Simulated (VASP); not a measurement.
Runs of VASP 6.6.1 on AgCl. The structure is that of space group Pm-3m (No. 221), or close to it. The cells are those of the table. 

```csv
level,cell,smearing,gap on the mesh (eV),pressure (GPa)
PBE,"a = 3.396 Å, angles 90.0, 90.0, 91.4°, 2 atoms",fermi-dirac 0.02 eV,(b),1.5
r2SCAN,"a = 3.396 Å, angles 90.0, 90.0, 91.4°, 2 atoms",gaussian 0.01 eV,(a),-0.1
r2SCAN,"a = 3.406, b = 3.406, c = 3.386 Å, 2 atoms",gaussian 0.01 eV,1.18,-0.3
r2SCAN,"a = 3.350, b = 3.396, c = 3.396 Å, 2 atoms",gaussian 0.01 eV,1.18,0.7
```

Alike in all rows: task single point; potentials or basis VASP PAW PBE potentials, release 64 (Ag, Cl); no spin polarisation; k mesh 8 × 8 × 8; cutoff (eV) 520.

Estimate the missing entries.

(a) 1.10; (b) 0.51.

Caveats: the PAW data sets were made with another functional, which shifts forces and pressure a little (at least some runs).

A k mesh can miss the band edges, and the runs leave out spin-orbit coupling on Ag.
